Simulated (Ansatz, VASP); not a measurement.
Two plane-wave programs on Al

```xyz
1
Lattice="0.0000 1.9974 1.9974 1.9974 0.0000 1.9974 1.9974 1.9974 0.0000" Properties=species:S:1:pos:R:3 pbc="T T T"
Al    0.0000    0.0000    0.0000
```

Alike in both runs: task single point; functional HSE06; k mesh 6 × 6 × 6; occupations fermi-dirac, width 0.05 eV; no spin polarisation.

```csv
,VASP,Ansatz
version,VASP 6.6.1,Ansatz 0.2.0
potentials or method,"VASP PAW PBE potentials, release 64 (Al)",Ansatz PAW
plane-wave cutoff (eV),520,420
valence electrons in the cell,3,3
```

|  | VASP | Ansatz | Ansatz less VASP |
| --- | --- | --- | --- |
| gap on the k mesh at the Fermi level (eV) | none | none | - |
| pressure (GPa) | 2.4 | 2.4 | -0.07 |

A gap of «none» marks a metal or a gap that the smearing closes.

The k mesh is coarse, so the values compare programs but aren't converged.
